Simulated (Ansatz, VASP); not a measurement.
# Two plane-wave programs on NaCl

INCAR

```
ALGO     = Normal         # electronic algorithm
EDIFF    = 1E-8           # SCF threshold, eV
ENCUT    = 520            # plane-wave cutoff, eV
GGA      = PS             # functional
ISIF     = 2              # what is computed and relaxed
ISMEAR   = -1             # smearing method
LASPH    = True           # aspherical terms in the spheres
LCHARG   = False          # write CHGCAR
LEFG     = True         
LREAL    = False          # projectors in reciprocal space
LWAVE    = False          # write WAVECAR
NBANDS   = 14             # bands
NELM     = 60             # most SCF steps
PREC     = Accurate       # precision mode
SIGMA    = 0.03           # smearing width, eV
```

KPOINTS

```
k-points
0
Gamma
  9 9 9
```

Contents of POSCAR:

```
NaCl
1.0
    2.8408047908      0.0000000000      0.0000000000
    0.0000000000      2.8408047908      0.0000000000
    0.0000000000      0.0000000000      2.8408047908
Na Cl
1 1
Direct
    0.0000000000      0.0000000000      0.0000000000
    0.5000000000      0.5000000000      0.5000000000
```

Input for Ansatz:

```yaml
crystal:
  lattice:
    - [2.8408047908, 0.0, 0.0]
    - [0.0, 2.8408047908, 0.0]
    - [0.0, 0.0, 2.8408047908]
  atoms:
    - { symbol: Na, position: [0.0, 0.0, 0.0] }
    - { symbol: Cl, position: [0.5, 0.5, 0.5] }
kpoints:
  mp_grid: { grid: [9, 9, 9] }
scf:
  occupations: { method: fermi_dirac, width: 0.03 }
hamiltonian:
  xc: pbesol
  pseudopotentials: { kind: paw }
output:
  forces: true
  stress: true
  eigenvalues: true
  efg: { contact_densities: true }
```

Change from the starting cell: volume scaled by 0.98, PAW files.

Alike in both runs: task electric field gradients; functional PBEsol; k mesh 9 × 9 × 9; occupations fermi-dirac, width 0.03 eV; no spin polarisation.

|  | VASP | Ansatz |
| --- | --- | --- |
| version | VASP 6.6.1 | Ansatz 0.2.0 |
| potentials or method | VASP PAW PBE potentials, release 64 (Na_pv, Cl) | PAW with Ansatz's default frozen-core files, scalar-relativistic |
| plane-wave cutoff (eV) | 520 | 420 |
| valence electrons in the cell | 14 | 16 |

VASP gave:

* gap on the k mesh at the Fermi level (eV): 4.48
* pressure (GPa): 65.2

Question: Estimate Ansatz's values.

Answer: gap on the k mesh at the Fermi level (eV): 4.42; pressure (GPa): 64.5.

VASP's potentials were made for PBE, not for PBEsol. Both programs put the cell under a high pressure, so it lies far from rest at this level. VASP's potentials hold 14 valence electrons a cell and Ansatz's 16, so a difference there can come from the potentials and not from the codes.

Noted on VASP's run: the cell as given lies far from equilibrium.
